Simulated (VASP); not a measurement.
Crystal: Ti3Al.

```
Al Ti
1.0
     0.00000    3.23000    3.23000
     3.23000    0.00000    3.23000
     3.23000    3.23000    0.00000
Al Ti
1 3
Cartesian
  0.0000 0.0000 0.0000
  3.2300 3.2300 3.2300
  1.6150 1.6150 1.6150
  4.8450 4.8450 4.8450
```

```yaml
Program: VASP 6.6.1
Task: relaxation of cell and atoms
Functional: PBEsol
Potentials_or_basis: VASP PAW PBE potentials, release 64 (Al, Ti_sv)
Cutoff: 500 eV
k_mesh: 6 × 6 × 6
Occupations: methfessel-paxton, width 0.1 eV
Spin: no spin polarisation
```

At the start: pressure -4.9 GPa; volume 16.85 Å³/atom.

Problem. Where does the relaxation end?

Solution. Over 3 steps the energy falls by 11.5 meV/atom and the volume is 16.12 Å³/atom (-4.3 %); space group Fm-3m (No. 225, to 0.1 Å) before and after.

The path:
| step | energy change (eV) | largest force (eV/Å) | pressure (GPa) | volume (Å³) |
| --- | --- | --- | --- | --- |
| 1 | 0.0000 | 0.0000 | -4.89 | 67.40 |
| 2 | -0.0222 | 0.0000 | 3.96 | 62.50 |
| 3 | -0.0461 | 0.0000 | -0.01 | 64.49 |

Final structure:
```
Al Ti
1.0
     0.00000    3.18285    3.18285
     3.18285    0.00000    3.18285
     3.18285    3.18285    0.00000
Al Ti
1 3
Direct
  0.00000 0.00000 0.00000
  0.50000 0.50000 0.50000
  0.25000 0.25000 0.25000
  0.75000 0.75000 0.75000
```

Caveat: the PAW data sets were made with another functional, which shifts forces and pressure a little.
